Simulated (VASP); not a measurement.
NaCl:

```
Na Cl
1.0
     0.00000    2.84345    2.84345
     2.84345    0.00000    2.84345
     2.84345    2.84345    0.00000
Na Cl
1 1
Direct
  0.00000 0.00000 0.00000
  0.50000 0.50000 0.50000
```

- Program: VASP 6.6.1
- Task: relaxation of cell and atoms
- Functional: PBEsol
- Potentials or basis: VASP PAW PBE potentials, release 64 (Na_pv, Cl)
- Cutoff: 500 eV
- k mesh: 8 × 8 × 8
- Occupations: gaussian, width 0.02 eV
- Spin: no spin polarisation

At the start: pressure -1.1 GPa; volume 22.99 Å³/atom.

Where does the relaxation end?

Over 4 steps the energy falls by 3.5 meV/atom and the volume is 21.99 Å³/atom (-4.4 %); space group Fm-3m (No. 225, to 0.1 Å) before and after.

Step by step:
```tsv
step	energy change (eV)	largest force (eV/Å)	pressure (GPa)	volume (Å³)
1	0.0000	0.0000	-1.06	45.98
2	-0.0051	0.0000	-0.56	44.97
3	-0.0069	0.0000	-0.03	44.03
4	-0.0069	0.0000	0.01	43.97
```

Final structure:
```cif
data_structure
_symmetry_space_group_name_H-M 'P 1'
_symmetry_Int_Tables_number 1
_cell_length_a 3.9618
_cell_length_b 3.9618
_cell_length_c 3.9618
_cell_angle_alpha 60.000
_cell_angle_beta 60.000
_cell_angle_gamma 60.000
_cell_volume 43.97
loop_
_atom_site_label
_atom_site_type_symbol
_atom_site_fract_x
_atom_site_fract_y
_atom_site_fract_z
_atom_site_occupancy
Na1 Na 0.00000 0.00000 0.00000 1
Cl1 Cl 0.50000 0.50000 0.50000 1
```

Caveat: the PAW data sets were made with another functional, which shifts forces and pressure a little.
